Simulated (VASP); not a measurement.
Input of a VASP 6.6.1 run:

The input INCAR:

```
PREC     = Accurate       # precision mode
ENCUT    = 520            # plane-wave cutoff, eV
EDIFF    = 1E-7           # SCF threshold, eV
ISMEAR   = 0              # smearing method
SIGMA    = 0.1            # smearing width, eV
LREAL    = F              # projectors in reciprocal space
LASPH    = T              # aspherical terms in the spheres
NELM     = 80             # most SCF steps
ALGO     = Normal         # electronic algorithm
ISIF     = 2              # what is computed and relaxed
LWAVE    = F              # write WAVECAR
LCHARG   = F              # write CHGCAR
GGA      = PE             # functional
NBANDS   = 33             # bands
```

File KPOINTS:

```
Automatic mesh
0
Gamma
  6 6 2
```

Contents of POSCAR:

```
K2Nb2O
1.0
    4.2938471800      0.0000000000      0.0000000000
   -2.1469235900      3.7185807400      0.0000000000
    0.0000000000      0.0000000000      7.7133302300
K Nb O
2 2 1
Direct
    0.0000000000      0.0000000000      0.3003476500
    0.0000000000      0.0000000000      0.6996523500
    0.3333333300      0.6666666700      0.8858339700
    0.6666666700      0.3333333300      0.1141660300
    0.0000000000      0.0000000000      0.0000000000
```

Potentials or basis: VASP PAW PBE potentials, release 64 (K_sv, Nb_sv, O).

The run is started by

```sh
$ cat potpaw_PBE.64/K_sv/POTCAR potpaw_PBE.64/Nb_sv/POTCAR potpaw_PBE.64/O/POTCAR > POTCAR
$ mpirun -np 1 vasp_std > vasp.out
```

Problem. Estimate the largest force.

Solution. 5.474 eV/Å.

Problem. Estimate the pressure.

Solution. -0.9 GPa.

Problem. Predict the band gap on the k mesh.

Solution. Zero (band 25 reaches 4.51 eV, above the bottom of band 26 at 4.00 eV).

Forces in eV/Å, atoms in the order of the input:
```
K    0.000  0.000  2.287
K    0.000  0.000 -2.287
Nb   0.000  0.000  5.474
Nb   0.000  0.000 -5.474
O    0.000  0.000  0.000
```

Caveat: the k points lie up to 0.41 Å⁻¹ apart; forces of over 1 eV/Å act on the atoms, so gaps and moduli don't describe the material at rest.
